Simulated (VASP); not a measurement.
**H13O6F: single point with r2SCAN**

The system is H13O6F.

```xyz
20
Lattice="6.5281 0.0000 0.0000 0.0000 6.5281 0.0000 0.0000 0.0000 6.5281" Properties=species:S:1:pos:R:3 pbc="T T T"
O     1.2293    0.1508    4.1842
O     0.8051    2.4997    5.5433
O     5.0312    3.7521    5.0603
O     0.0191    1.8120    1.3480
O     3.8897    1.5190    7.1346
O     1.9936    6.2715    1.5669
H     1.2191    1.0761    4.3750
H     0.9739   -0.2302    5.0577
H     0.5906    2.1355    6.4360
H     1.6250    2.9702    5.6357
H     4.6023    3.9143    4.2125
H     5.8335    3.2089    5.0003
H    -0.9561    1.6935    1.4249
H     0.3941    0.9762    1.6752
H     4.4517    1.5024    6.3291
H     3.2529    0.7930    7.1133
H     1.4385    5.5658    1.3322
H     2.0676    6.2739    2.5193
H     5.8447    4.8969   -0.5805
F     6.4281    5.4697   -0.1082
```

```yaml
Program: VASP 6.6.1
Task: single point
Functional: r2SCAN
Potentials_or_basis: VASP PAW PBE potentials, release 64 (O, H, F)
Cutoff: 520 eV
k_mesh: 1 × 1 × 1
Occupations: fermi-dirac, width 0.02 eV
Spin: no spin polarisation
Dipole_correction: no
Further_INCAR_settings: LREAL = Auto; ALGO = Normal; EDIFF = 1e-06; NBANDS = 44
```

The pressure is 0.8 GPa. The largest force is 2.179 eV/Å.

Forces on the atoms (eV/Å):
```
O   -0.049 -1.761  0.461
O   -0.333 -0.209 -0.810
O   -0.560  0.676  0.624
O   -0.667 -0.319  0.538
O    0.849  0.532 -0.611
O    1.332  1.584 -0.384
H   -0.115  1.497  0.313
H    0.120  0.085 -0.863
H   -0.225 -0.003  0.553
H    0.635  0.439  0.137
H    0.430 -0.149 -0.026
H    0.527 -0.302 -0.435
H    0.338  0.118 -0.199
H    0.310  0.111 -0.120
H   -0.847 -0.140  0.569
H   -0.090 -0.354  0.096
H   -1.287 -1.659 -0.584
H   -0.145 -0.004  0.945
H   -0.807 -0.744 -0.678
F    0.586  0.602  0.474
```

Stress tensor (GPa, compression positive):
```
0.02 0.66 0.39
0.66 2.15 0.70
0.39 0.70 0.21
```

Levels at points of the mesh, in eV from the Fermi level:
| k point | band 26 | band 27 | band 28 | band 29 | band 30 | band 31 |
| --- | --- | --- | --- | --- | --- | --- |
| (0.00, 0.00, 0.00) | -1.02 | -0.75 | -0.59 | 4.94 | 8.14 | 8.28 |

Wall time 2.2 min on 1 thread of Intel(R) Xeon(R) Platinum 8488C (Sapphire Rapids), with other jobs on the host, peak memory 0.35 GiB.

Caveat: the k points lie up to 0.96 Å⁻¹ apart; the atoms stand as in a frame of molecular dynamics; the PAW data sets were made with another functional, which shifts forces and pressure a little.
